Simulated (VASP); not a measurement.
# ZnO in VASP: settings compared, part 2 of 2

VASP 6.6.1. Earlier steps stand in the parts before.

## Step 3: Single point, PBE (uniaxial x strain +2.6%)

INCAR reads:

```
SYSTEM = ZnO
PREC = Accurate
ENCUT = 910
EDIFF = 1E-6
ISMEAR = -1
SIGMA = 0.02
LREAL = .FALSE.
LASPH = .TRUE.
NELM = 120
ALGO = Normal
ISIF = 2
LWAVE = .FALSE.
LCHARG = .TRUE.
GGA = PE
LELF = .TRUE.
LVHAR = .TRUE.
NBANDS = 16
GGA_COMPAT = .FALSE.
```

KPOINTS reads:

```
Automatic mesh
0
G
  10 10 10
  0 0 0
```

POSCAR reads:

```
ZnO
1.0
    0.0000000000      2.1337703963      2.1337703963
    2.1890350496      0.0000000000      2.1337703963
    2.1890350496      2.1337703963      0.0000000000
Zn O
1 1
Direct
    0.0000000000      0.0000000000      0.0000000000
    0.5000000000      0.5000000000      0.5000000000
```

Potentials or basis: VASP PAW PBE potentials, release 64 (Zn, O_h).

On the command line:

```
cat potpaw_PBE.64/Zn/POTCAR potpaw_PBE.64/O_h/POTCAR > POTCAR
mpirun -np 1 vasp_std > vasp.out
```

OUTCAR:

```text
SYSTEM = ZnO
   PREC = Accurate
   ENCUT = 910
   EDIFF = 1E-6
   ISMEAR = -1
   LREAL = .FALSE.
   LASPH = .TRUE.
   NELM = 120
   ISIF = 2
   GGA = PE

 ion  position               nearest neighbor table
   1  0.000  0.000  0.000-   2 2.13   2 2.13   2 2.13   2 2.13   2 2.19   2 2.19
   2  0.500  0.500  0.500-   1 2.13   1 2.13   1 2.13   1 2.13   1 2.19   1 2.19

  LATTYP: Found a body centered tetragonal cell.
 ALAT       =     3.0176070334
 C/A-ratio  =     1.4508416937

  Lattice vectors:

 A1 = (   2.1890350496,   0.0000000000,   2.1337703963)
 A2 = (   2.1890350496,   0.0000000000,  -2.1337703963)
 A3 = (  -2.1890350496,   2.1337703963,   0.0000000000)

Analysis of symmetry for initial positions (statically):
=====================================================================
 Subroutine PRICEL returns:
 Original cell was already a primitive cell.

 Routine SETGRP: Setting up the symmetry group for a
 body centered tetragonal supercell.

 Subroutine GETGRP returns: Found 16 space group operations
 (whereof 16 operations were pure point group operations)
 out of a pool of 16 trial point group operations.

The static configuration has the point symmetry D_4h.

Analysis of symmetry for dynamics (positions and initial velocities):
=====================================================================
 Subroutine PRICEL returns:
 Original cell was already a primitive cell.

 Routine SETGRP: Setting up the symmetry group for a
 body centered tetragonal supercell.

 Subroutine GETGRP returns: Found 16 space group operations
 (whereof 16 operations were pure point group operations)
 out of a pool of 16 trial point group operations.

The dynamic configuration has the point symmetry D_4h.

 Subroutine INISYM returns: Found 16 space group operations
 (whereof 16 operations are pure point group operations),
 and found     1 'primitive' translations

----------------------------------------------------------------------------------------

                                     Primitive cell

  volume of cell :      19.9332

  direct lattice vectors                    reciprocal lattice vectors
     0.000000000  2.133770396  2.133770396    -0.228411144  0.234326993  0.234326993
     2.189035050  0.000000000  2.133770396     0.228411144 -0.234326993  0.234326993
     2.189035050  2.133770396  0.000000000     0.228411144  0.234326993 -0.234326993

  length of vectors
     3.017607033  3.056934830  3.056934830     0.402479726  0.402479726  0.402479726

  position of ions in fractional coordinates (direct lattice)
     0.000000000  0.000000000  0.000000000
     0.500000000  0.500000000  0.500000000

  ion indices of the primitive-cell ions
   primitive index   ion index
                 1           1
                 2           2

----------------------------------------------------------------------------------------

 KPOINTS: Automatic mesh

Automatic generation of k-mesh.
 Grid dimensions read from file:
 generate k-points for:   10   10   10

 Generating k-lattice:

  Cartesian coordinates                     Fractional coordinates (reciprocal lattice)
    -0.022841114  0.023432699  0.023432699     0.100000000 -0.000000000 -0.000000000
     0.022841114 -0.023432699  0.023432699     0.000000000  0.100000000  0.000000000
     0.022841114  0.023432699 -0.023432699     0.000000000  0.000000000  0.100000000

  Length of vectors
     0.040247973  0.040247973  0.040247973

  Shift w.r.t. Gamma in fractional coordinates (k-lattice)
     0.000000000  0.000000000  0.000000000

 Subroutine IBZKPT returns following result:
 ===========================================

 Found    102 irreducible k-points:

 Following reciprocal coordinates:
            Coordinates               Weight
  0.000000  0.000000  0.000000      1.000000
  0.100000 -0.000000 -0.000000      8.000000
  0.200000 -0.000000 -0.000000      8.000000
  0.300000  0.000000  0.000000      8.000000
  0.400000 -0.000000 -0.000000      8.000000
  0.500000 -0.000000 -0.000000      4.000000
[... 16 lines left out ...]
  0.300000  0.300000  0.000000      4.000000
  0.400000  0.300000 -0.000000     16.000000
 [... further k-points ...]
   k-points           NKPTS =    102   k-points in BZ     NKDIM =    102   number of bands    NBANDS=     16
   number of dos      NEDOS =    301   number of ions     NIONS =      2
   total plane-waves  NPLWV =  27000
   dimension x,y,z NGX =    30 NGY =   30 NGZ =   30
   dimension x,y,z NGXF=    60 NGYF=   60 NGZF=   60
   ions per type =               1   1
   NGX,Y,Z   is equivalent  to a cutoff of  16.53, 16.31, 16.31 a.u.
   NGXF,Y,Z  is equivalent  to a cutoff of  33.06, 32.63, 32.63 a.u.
 SYSTEM =  ZnO
   PREC   = accura    normal or accurate (medium, high low for compatibility)
   ISTART =      0    job   : 0-new  1-cont  2-samecut
   ICHARG =      2    charge: 1-file 2-atom 10-const
   ISPIN  =      1    spin polarized calculation?
   LNONCOLLINEAR =      F non collinear calculations
   LSORBIT =      F    spin-orbit coupling
   LASPH  =      T    aspherical Exc in radial PAW
   ENCUT  =  910.0 eV  66.88 Ry    8.18 a.u.   7.42  7.52  7.52*2*pi/ulx,y,z
   NELM   =    120;   NELMIN=  2; NELMDL= -5     # of ELM steps
   EDIFF  = 0.1E-05   stopping-criterion for ELM
   LREAL  =      F    real-space projection
   EDIFFG = 0.1E-04   stopping-criterion for IOM
   NSW    =      0    number of steps for IOM
   IBRION =     -1    ionic relax: 0-MD 1-quasi-New 2-CG
   NFREE  =      0    steps in history (QN), initial steepest desc. (CG)
   ISIF   =      2    stress and relaxation
   ISYM   =      2    0-nonsym 1-usesym 2-fastsym
   POTIM  = 0.5000    time-step for ionic-motion
   TEBEG  =    0.0;   TEEND  =   0.0 temperature during run
   PSTRESS=    0.0 pullay stress
   NELECT =      18.0000    total number of electrons
   NUPDOWN=      -1.0000    fix difference up-down
   EMIN   =  10.00;   EMAX   =-10.00  energy-range for DOS
   EFERMI =   0.00;   METHOD = LEGACY
   ISMEAR =    -1;   SIGMA  =   0.02  broadening in eV -4-tet -1-fermi 0-gaus
   EFERMI_NEDOS =   21; number of points for ismear=-14 and -15
   IALGO  =     38    algorithm
   IMIX   =      4    mixing-type and parameters
     AMIX     =   0.40;   BMIX     =  1.00
     AMIX_MAG =   1.60;   BMIX_MAG =  1.00
  volume/ion in A,a.u.               =       9.97        67.26
  Fermi-wavevector in a.u.,A,eV,Ry     =   1.582364  2.990234 34.067285  2.503875
  Thomas-Fermi vector in A             =   2.682298
   LORBIT       =      0    0 simple, 1 ext, 2 COOP (PROOUT), +10 PAW based schemes
   GGA     = PE    functional components
   LHFCALC =     F    Hartree Fock is set to
   AEXX    =    0.0000 exact exchange contribution
   IVDW    =     0    specifies the selected vdW correction
   LEPSILON=     F    determine dielectric tensor
   LRPA    =     F    only Hartree local field effects (RPA)
 non-spin polarized calculation
  energy-cutoff  :      910.00
  volume of cell :       19.93
 maximum number of plane-waves:      1283
 NGX is ok and might be reduce to    30
   NGX = 15   NGY = 15   NGZ = 15

 number of electron      18.0000001 magnetization

 Free energy of the ion-electron system (eV)
  ---------------------------------------------------
  ext. energy  EPLUGINS =         0.00000000
  ---------------------------------------------------
  free energy    TOTEN  =        -8.62992795 eV

  energy without entropy =       -8.62992795  energy(sigma->0) =       -8.62992795

 E-fermi :   3.4094     XC(G=0): -12.2016

 val. band max:        3.0194605713   @ k =   0.5000  -0.0000  -0.0000
 cond. band min:       3.7538942587   @ k =   0.0000   0.0000   0.0000
 fundamental gap:      0.7344336874
 Fermi energy:         3.4093934589

 k-point     1 :       0.0000    0.0000    0.0000
  band No.  band energies     occupation
      1     -15.4980      2.00000
      2      -1.9082      2.00000
      3      -1.8725      2.00000
      4      -1.8725      2.00000
      5      -1.7045      2.00000
      6      -1.6518      2.00000
[... 8 lines left out ...]
     15      21.5455      0.00000
     16      22.4085      0.00000
[... 419 lines left out ...]
 k-point    24 :       0.4000    0.3000   -0.0000
  band No.  band energies     occupation
      1     -14.2902      2.00000
      2      -3.1539      2.00000
      3      -2.2690      2.00000
      4      -1.8536      2.00000
      5      -1.6520      2.00000
      6      -1.4523      2.00000
[... 8 lines left out ...]
     15      29.8894      0.00000
     16      30.6800      0.00000

 [... further k-points ...]

------------------------ aborting loop because EDIFF is reached ----------------------------------------

  FORCE on cell =-STRESS in cart. coord.  units (eV):
  Direction    XX          YY          ZZ          XY          YZ          ZX
  --------------------------------------------------------------------------------------
  -------------------------------------------------------------------------------------
  Total        0.2812973      0.6056203      0.6056203     -0.0000000      0.0000000     -0.0000000
  in kB       22.6098735     48.6780229     48.6780229     -0.0000000      0.0000000     -0.0000000
  external PRESSURE =      39.9886398 kB  Pullay stress =       0.0000000 kB

 VOLUME and BASIS-vectors are now :
 -----------------------------------------------------------------------------
  energy-cutoff  :      910.00
  volume of cell :       19.93
      direct lattice vectors                 reciprocal lattice vectors
     0.000000000  2.133770396  2.133770396    -0.228411144  0.234326993  0.234326993
     2.189035050  0.000000000  2.133770396     0.228411144 -0.234326993  0.234326993
     2.189035050  2.133770396  0.000000000     0.228411144  0.234326993 -0.234326993

 POSITION                                       TOTAL-FORCE (eV/Angst)
 -----------------------------------------------------------------------------------
      0.00000      0.00000      0.00000         0.000000      0.000000     -0.000000
      2.18904      2.13377      2.13377        -0.000000     -0.000000      0.000000
 -----------------------------------------------------------------------------------
    total drift:                                0.000000      0.000000      0.000000

  FREE ENERGIE OF THE ION-ELECTRON SYSTEM (eV)
  ---------------------------------------------------
  free  energy   TOTEN  =        -8.6299279478 eV

  energy  without entropy=       -8.6299279477  energy(sigma->0) =       -8.62992795
```

Run time: 55 s. Hardware: 1 thread of Intel Xeon Platinum 8375C at 2.90GHz (Ice Lake), shared host; peak memory 0.22 GiB.

Results:

```yaml
Free_energy: -8.6299 eV
Pressure: 4.0 GPa
Band_gap_on_the_k_mesh: 0.73 eV, indirect (least direct gap 2.03 eV)
```

Stress tensor (GPa, compression positive):
```
2.26 0.00 0.00
0.00 4.87 0.00
0.00 0.00 4.87
```

Caveat: the cell differs from its parent crystal (uniaxial x strain +2.6%); the cutoff is under 1.25 times the usual one of these potentials, so pressure, stress and relaxed cells hold a basis-set (Pulay) error. A k mesh can miss the band edges.

## Step 4: Single point, PBE (uniaxial z strain +2.1%)

INCAR reads:

```
SYSTEM = ZnO
PREC = Accurate ; ENCUT = 910
EDIFF = 1E-6 ; ISMEAR = -1
SIGMA = 0.02 ; LREAL = .FALSE.
LASPH = .TRUE. ; NELM = 120
ALGO = Normal ; ISIF = 2
LWAVE = .FALSE. ; LCHARG = .TRUE.
GGA = PE ; LELF = .TRUE.
LVHAR = .TRUE. ; NBANDS = 16
GGA_COMPAT = .FALSE.
```

KPOINTS reads:

```
regular mesh
0
G
  10 10 10
  0 0 0
```

POSCAR reads:

```
ZnO
1.0
    0.0000000000      2.1337703963      2.1792197058
    2.1337703963      0.0000000000      2.1792197058
    2.1337703963      2.1337703963      0.0000000000
Zn O
1 1
Direct
    0.0000000000      0.0000000000      0.0000000000
    0.5000000000      0.5000000000      0.5000000000
```

On the command line:

```
cat potpaw_PBE.64/Zn/POTCAR potpaw_PBE.64/O_h/POTCAR > POTCAR
mpirun -np 1 vasp_std > vasp.out
```

Run time: 59 s. Hardware: 1 thread of Intel Xeon Platinum 8488C (Sapphire Rapids), shared host; peak memory 0.22 GiB.

Results (log left out):

```
Free energy            : -8.6281 eV
Pressure               : 4.8 GPa
Band gap on the k mesh : 0.77 eV, indirect (least direct gap 2.08 eV)
```

Stress tensor (GPa, compression positive):
```
5.53 0.00 0.00
0.00 5.53 0.00
0.00 0.00 3.29
```

Levels at points of the mesh, in eV from the valence-band top:
| k point | band 6 | band 7 | band 8 | band 9 | band 10 | band 11 | band 12 | band 13 |
| --- | --- | --- | --- | --- | --- | --- | --- | --- |
| (0.00, 0.00, 0.00) | -4.67 | -1.42 | -1.42 | -1.31 | 0.77 | 17.78 | 17.89 | 17.89 |
| (0.50, 0.00, 0.00) | -4.47 | -3.66 | -0.12 | 0.00 | 5.35 | 8.92 | 12.48 | 12.91 |
| (0.50, 0.50, 0.00) | -4.38 | -4.11 | -2.75 | -2.75 | 4.12 | 10.34 | 11.37 | 15.40 |
| (0.50, 0.00, 0.50) | -4.35 | -4.06 | -2.92 | -2.72 | 4.10 | 10.63 | 11.11 | 14.92 |

Caveat: the cell differs from its parent crystal (uniaxial z strain +2.1%); the cutoff is under 1.25 times the usual one of these potentials, so pressure, stress and relaxed cells hold a basis-set (Pulay) error. A k mesh can miss the band edges.

## Step 5: Single point, r2SCAN (strain +2.6%)

POSCAR reads:

```
ZnO
1.0
    0.0000000000      2.1896751807      2.1896751807
    2.1896751807      0.0000000000      2.1896751807
    2.1896751807      2.1896751807      0.0000000000
Zn O
1 1
Direct
    0.0000000000      0.0000000000      0.0000000000
    0.5000000000      0.5000000000      0.5000000000
```

INCAR.step1 reads:

```
PREC = Accurate
ENCUT = 910
ISMEAR = 0
SIGMA = 0.01
LREAL = False
LASPH = True
NELM = 120
NBANDS = 16
GGA = PE
ALGO = Normal
EDIFF = 1E-5
LWAVE = True
LCHARG = False
GGA_COMPAT = False
```

INCAR.step2 reads:

```
PREC = Accurate
ENCUT = 910
EDIFF = 1E-6
ISMEAR = 0
SIGMA = 0.01
LREAL = False
LASPH = True
NELM = 120
ALGO = Normal
ISIF = 2
LWAVE = False
LCHARG = True
METAGGA = R2SCAN
LMIXTAU = True
LELF = True
LVHAR = True
NBANDS = 16
ISTART = 1
GGA_COMPAT = False
```

KPOINTS reads:

```
regular mesh
0
Gamma
  10 10 10
```

On the command line:

```
cat potpaw_PBE.64/Zn/POTCAR potpaw_PBE.64/O_h/POTCAR > POTCAR
cp INCAR.step1 INCAR
mpirun -np 1 vasp_std > vasp.out
cp INCAR.step2 INCAR
mpirun -np 1 vasp_std > vasp.out
```

Run time: 93 s. Hardware: 1 thread of Intel Xeon Platinum 8488C (Sapphire Rapids), shared host; peak memory 0.19 GiB.

It converged, with:

```yaml
Free_energy: -17.9061 eV
Pressure: -11.8 GPa
Band_gap_on_the_k_mesh: 1.19 eV, indirect (least direct gap 2.33 eV)
```

Levels at points of the mesh, in eV from the valence-band top:
```
           k point  band 5  band 6  band 7  band 8  band 9  band 10  band 11  band 12  band 13  band 14
(0.00, 0.00, 0.00)   -4.66   -4.66   -1.14   -1.14   -1.14     1.19    18.37    18.37    18.37    18.97
(0.50, 0.00, 0.00)   -4.47   -4.47   -3.59    0.00    0.00     6.05     9.34    13.36    13.36    19.53
(0.50, 0.50, 0.00)   -4.37   -4.37   -4.16   -2.47   -2.47     4.67    11.19    11.79    15.83    15.83
```

Caveat: the cell differs from its parent crystal (strain +2.6%); the cutoff is under 1.25 times the usual one of these potentials, so pressure, stress and relaxed cells hold a basis-set (Pulay) error; the PAW data sets were made with another functional, which shifts forces and pressure a little. A k mesh can miss the band edges.

## Step 6: The runs side by side

```tsv
level	potentials or basis	cell	cutoff (eV)	smearing	second run	gap on the mesh (eV)	pressure (GPa)
r2SCAN	VASP PAW PBE potentials, release 64 (Zn, O)	a = 3.018, b = 3.057, c = 3.057 Å, angles 59.2, 60.4, 60.4°, 2 atoms	520	gaussian 0.01 eV	-	1.35	-3.1
PBE	VASP PAW PBE potentials, release 64 (Zn, O_h)	a = 3.018, b = 3.057, c = 3.057 Å, angles 59.2, 60.4, 60.4°, 2 atoms	910	fermi-dirac 0.02 eV	hard_potentials	0.73	4.0
PBE	VASP PAW PBE potentials, release 64 (Zn, O_h)	a = 3.050, b = 3.050, c = 3.018 Å, angles 60.3, 60.3, 59.3°, 2 atoms	910	fermi-dirac 0.02 eV	hard_potentials	0.77	4.8
r2SCAN	VASP PAW PBE potentials, release 64 (Zn, O_h)	a = 3.097 Å, angles 60.0°, 2 atoms	910	gaussian 0.01 eV	hard_potentials	1.19	-11.8
```

Alike in all rows: task single point; no spin polarisation; k mesh 10 × 10 × 10.

Caveats: the cutoff is under 1.25 times the usual one of these potentials, so pressure, stress and relaxed cells hold a basis-set (Pulay) error (some runs); the PAW data sets were made with another functional, which shifts forces and pressure a little (some runs).

Total energies depend on the potentials used, so only differences within one code and one set of settings carry meaning.
